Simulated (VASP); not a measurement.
# C (R-3m) in VASP: a series of runs

C is run at these levels: PBE exchange alone, LDA; tasks: single point.

All numbers are computed with VASP 6.6.1; they aren't measurements. Logs are shortened: lines on timing, memory, paths and dates and some standing lists are left out, and cuts for length are marked.

**1. The cell of the first run**

Symmetry: R-3m, No. 166, trigonal system. Conventional cell: a = 2.466 Å, b = 2.466 Å, c = 24.848 Å, α = 90.00°, β = 90.00°, γ = 120.00°. Within 1.9 Å of C (site symmetry 3m) lie 3 C at 1.42 Å. C (site symmetry 3m) has 3 C at 1.42 Å within 1.9 Å.

**2. Single point, PBE exchange alone**

The input, INCAR:

```
  AGGAC = 0.0
  ALDAC = 0.0
  ALGO = Normal
  EDIFF = 1E-6
  ENCUT = 600
  GGA = PE
  GGA_COMPAT = F
  ISIF = 2
  ISMEAR = 0
  LASPH = T
  LCHARG = F
  LREAL = F
  LWAVE = F
  NBANDS = 16
  NELM = 120
  PREC = Accurate
  SIGMA = 0.1
```

The input, KPOINTS:

```
k-points
0
Gamma
  12 12 12
```

The input, POSCAR:

```
C
1.0
    1.2331881000      0.7119814815      8.2826151033
   -1.2331881000      0.7119814815      8.2826151033
    0.0000000000     -1.4239629630      8.2826151033
C
4
Direct
    0.0871730800      0.0871730800      0.0871730800
    0.9128269200      0.9128269200      0.9128269200
    0.7538500600      0.7538500600      0.7538500600
    0.2461499400      0.2461499400      0.2461499400
```

Potentials or basis: VASP PAW PBE potentials, release 64 (C).

Command:

```sh
$ cat potpaw_PBE.64/C/POTCAR > POTCAR
$ mpirun -np 1 vasp_std > vasp.out
```

OUTCAR:

```text
EDIFF = 1E-6
   ENCUT = 600
   GGA = PE
   ISIF = 2
   ISMEAR = 0
   LASPH = T
   LREAL = F
   NELM = 120
   PREC = Accurate

 ion  position               nearest neighbor table
   1  0.087  0.087  0.087-   3 1.42   3 1.42   3 1.42
   2  0.913  0.913  0.913-   4 1.42   4 1.42   4 1.42
   3  0.754  0.754  0.754-   1 1.42   1 1.42   1 1.42
   4  0.246  0.246  0.246-   2 1.42   2 1.42   2 1.42

  LATTYP: Found a trigonal (rhomboedric) cell.
 ALAT       =     8.4041289536
 COS(alpha) =     0.9569371042

  Lattice vectors:

 A1 = (   1.2331881000,   0.7119814815,   8.2826151033)
 A2 = (  -1.2331881000,   0.7119814815,   8.2826151033)
 A3 = (   0.0000000000,  -1.4239629630,   8.2826151033)

Analysis of symmetry for initial positions (statically):
=====================================================================
 Subroutine PRICEL returns:
 Original cell was already a primitive cell.

 Routine SETGRP: Setting up the symmetry group for a
 trigonal (rhombohedral) supercell.

 Subroutine GETGRP returns: Found 12 space group operations
 (whereof 12 operations were pure point group operations)
 out of a pool of 12 trial point group operations.

The static configuration has the point symmetry D_3d.

Analysis of symmetry for dynamics (positions and initial velocities):
=====================================================================
 Subroutine PRICEL returns:
 Original cell was already a primitive cell.

 Routine SETGRP: Setting up the symmetry group for a
 trigonal (rhombohedral) supercell.

 Subroutine GETGRP returns: Found 12 space group operations
 (whereof 12 operations were pure point group operations)
 out of a pool of 12 trial point group operations.

The dynamic configuration has the point symmetry D_3d.

 Subroutine INISYM returns: Found 12 space group operations
 (whereof 12 operations are pure point group operations),
 and found     1 'primitive' translations

----------------------------------------------------------------------------------------

                                     Primitive cell

  volume of cell :      43.6332

[... 89 lines left out ...]
   LASPH  =      T    aspherical Exc in radial PAW
   ENCUT  =  600.0 eV  44.10 Ry    6.64 a.u.  16.79 16.79 16.79*2*pi/ulx,y,z
   NELM   =    120;   NELMIN=  2; NELMDL= -5     # of ELM steps
   EDIFF  = 0.1E-05   stopping-criterion for ELM
   LREAL  =      F    real-space projection
   EDIFFG = 0.1E-04   stopping-criterion for IOM
   NSW    =      0    number of steps for IOM
   IBRION =     -1    ionic relax: 0-MD 1-quasi-New 2-CG
   NFREE  =      0    steps in history (QN), initial steepest desc. (CG)
   ISIF   =      2    stress and relaxation
   ISYM   =      2    0-nonsym 1-usesym 2-fastsym
   POTIM  = 0.5000    time-step for ionic-motion
   TEBEG  =    0.0;   TEEND  =   0.0 temperature during run
   PSTRESS=    0.0 pullay stress
   NELECT =      16.0000    total number of electrons
   NUPDOWN=      -1.0000    fix difference up-down
   EMIN   =  10.00;   EMAX   =-10.00  energy-range for DOS
   EFERMI =   0.00;   METHOD = LEGACY
   ISMEAR =     0;   SIGMA  =   0.10  broadening in eV -4-tet -1-fermi 0-gaus
   EFERMI_NEDOS =   21; number of points for ismear=-14 and -15
   IALGO  =     38    algorithm
   IMIX   =      4    mixing-type and parameters
     AMIX     =   0.40;   BMIX     =  1.00
     AMIX_MAG =   1.60;   BMIX_MAG =  1.00
  volume/ion in A,a.u.               =      10.91        73.61
  Fermi-wavevector in a.u.,A,eV,Ry     =   1.171771  2.214325 18.681428  1.373046
  Thomas-Fermi vector in A             =   2.308209
   LORBIT       =      0    0 simple, 1 ext, 2 COOP (PROOUT), +10 PAW based schemes
   GGA     = PE    functional components
   LHFCALC =     F    Hartree Fock is set to
   AEXX    =    0.0000 exact exchange contribution
   IVDW    =     0    specifies the selected vdW correction
   LEPSILON=     F    determine dielectric tensor
   LRPA    =     F    only Hartree local field effects (RPA)
 non-spin polarized calculation
 Gauss-broadening in eV      SIGMA  =   0.10
  energy-cutoff  :      600.00
  volume of cell :       43.63
 maximum number of plane-waves:      1484
 NGX is ok and might be reduce to    70
   NGX = 33   NGY = 33   NGZ = 33

 number of electron      16.0000000 magnetization

 Free energy of the ion-electron system (eV)
  ---------------------------------------------------
  ext. energy  EPLUGINS =         0.00000000
  ---------------------------------------------------
  free energy    TOTEN  =       -31.07417001 eV

  energy without entropy =      -31.07340264  energy(sigma->0) =      -31.07378632

 E-fermi :   4.4224     XC(G=0):  -7.6016

 val. band max:        4.3271835210   @ k =  -0.1667   0.5000   0.1667
 cond. band min:       4.5167187455   @ k =  -0.3333   0.3333   0.0000
 fundamental gap:      0.1895352246
 Fermi energy:         4.4223762146

 k-point     1 :       0.0000    0.0000    0.0000
  band No.  band energies     occupation
      1     -15.0110      2.00000
      2     -14.9551      2.00000
      3      -3.4878      2.00000
      4      -2.8359      2.00000
      5       1.2941      2.00000
      6       1.2941      2.00000
[... 433 lines left out ...]
      3      -8.3444      2.00000
      4      -8.3198      2.00000
      5      -3.7874      2.00000
      6      -3.7796      2.00000
[... 8 lines left out ...]
     15      15.6195      0.00000
     16      17.4417      0.00000

 [... further k-points ...]

------------------------ aborting loop because EDIFF is reached ----------------------------------------

  FORCE on cell =-STRESS in cart. coord.  units (eV):
  Direction    XX          YY          ZZ          XY          YZ          ZX
  --------------------------------------------------------------------------------------
  -------------------------------------------------------------------------------------
  Total        4.4128069      4.4128069      0.2794697      0.0000000      0.0000000      0.0000000
  in kB      162.0349697    162.0349697     10.2619182      0.0000000      0.0000000      0.0000000
  external PRESSURE =     111.4439526 kB  Pullay stress =       0.0000000 kB

 VOLUME and BASIS-vectors are now :
 -----------------------------------------------------------------------------
  energy-cutoff  :      600.00
  volume of cell :       43.63
      direct lattice vectors                 reciprocal lattice vectors
     1.233188100  0.711981481  8.282615103     0.405453150  0.234088485  0.040244938
    -1.233188100  0.711981481  8.282615103    -0.405453150  0.234088485  0.040244938
     0.000000000 -1.423962963  8.282615103     0.000000000 -0.468176971  0.040244938

 POSITION                                       TOTAL-FORCE (eV/Angst)
 -----------------------------------------------------------------------------------
      0.00000      0.00000      2.16606         0.000000     -0.000000     -0.018695
      0.00000      0.00000     22.68178         0.000000     -0.000000      0.018695
      0.00000      0.00000     18.73155         0.000000      0.000000     -0.024413
      0.00000      0.00000      6.11630         0.000000      0.000000      0.024413
 -----------------------------------------------------------------------------------
    total drift:                               -0.000000      0.000000      0.000000

  FREE ENERGIE OF THE ION-ELECTRON SYSTEM (eV)
  ---------------------------------------------------
  free  energy   TOTEN  =       -31.0741700065 eV

  energy  without entropy=      -31.0734026383  energy(sigma->0) =      -31.07378632
```

stdout:

```text
POSCAR found type information on POSCAR C
 POSCAR found :  1 types and       4 ions
 scaLAPACK will be used
 LDA part: xc-table for (Slater+PW92), standard interpolation
 POSCAR, INCAR and KPOINTS ok, starting setup
 FFT: planning ... GRIDC
 FFT: planning ... GRID_SOFT
 FFT: planning ... GRID
 WAVECAR not read
 entering main loop
```

Wall time 16 min (1 thread of AMD EPYC 9R45 (Zen 5), shared host); peak memory 0.67 GiB.

Results:

| Property | Result |
| --- | --- |
| Free energy | -31.0742 eV |
| Pressure | 11.1 GPa |
| Largest force | 0.024 eV/Å |

Forces in eV/Å, atoms in the order of the input:
```
C    0.000  0.000 -0.019
C    0.000  0.000  0.019
C    0.000  0.000 -0.024
C    0.000  0.000  0.024
```

Caveat: the stress differs along the axes, from 1 to 16 GPa; this functional lacks dispersion, which binds layers or chains, so the pressure and a relaxed spacing across them are unreliable.

**3. Single point, LDA (10.25 Å³/atom)**

This run uses another cell than the first one, of 10.25 Å³/atom.

The input, INCAR:

```
PREC = Accurate
ENCUT = 520
EDIFF = 1E-7
ISMEAR = -1
SIGMA = 0.05
LREAL = F
LASPH = T
NELM = 80
ALGO = Normal
ISIF = 2
LWAVE = F
LCHARG = F
NBANDS = 16
```

The input, KPOINTS:

```
regular mesh
0
Gamma
  12 12 12
```

The input, POSCAR:

```
C
1.0
    1.2080139297      0.6974471676      8.1135346977
   -1.2080139297      0.6974471676      8.1135346977
    0.0000000000     -1.3948943350      8.1135346977
C
4
Direct
    0.0871730800      0.0871730800      0.0871730800
    0.7538500600      0.7538500600      0.7538500600
    0.2461499400      0.2461499400      0.2461499400
    0.9128269200      0.9128269200      0.9128269200
```

Potentials or basis: VASP PAW LDA potentials, release 64 (C).

Command:

```sh
$ cat potpaw_LDA.64/C/POTCAR > POTCAR
$ mpirun -np 1 vasp_std > vasp.out
```

It took 12 min on 1 thread of AMD EPYC 9R45 (Zen 5), shared host; peak memory 0.38 GiB.

It converged, with:

```
Free energy   : -40.3361 eV
Pressure      : 9.4 GPa
Largest force : 0.008 eV/Å
```

Forces in eV/Å, atoms in the order of the input:
```
C    0.000  0.000  0.008
C    0.000  0.000  0.001
C    0.000  0.000 -0.001
C    0.000  0.000 -0.008
```

Stress tensor (GPa, compression positive):
```
14.61  0.00  0.00
 0.00 14.61  0.00
 0.00  0.00 -1.16
```

Caveat: the stress differs along the axes, from -1 to 15 GPa.
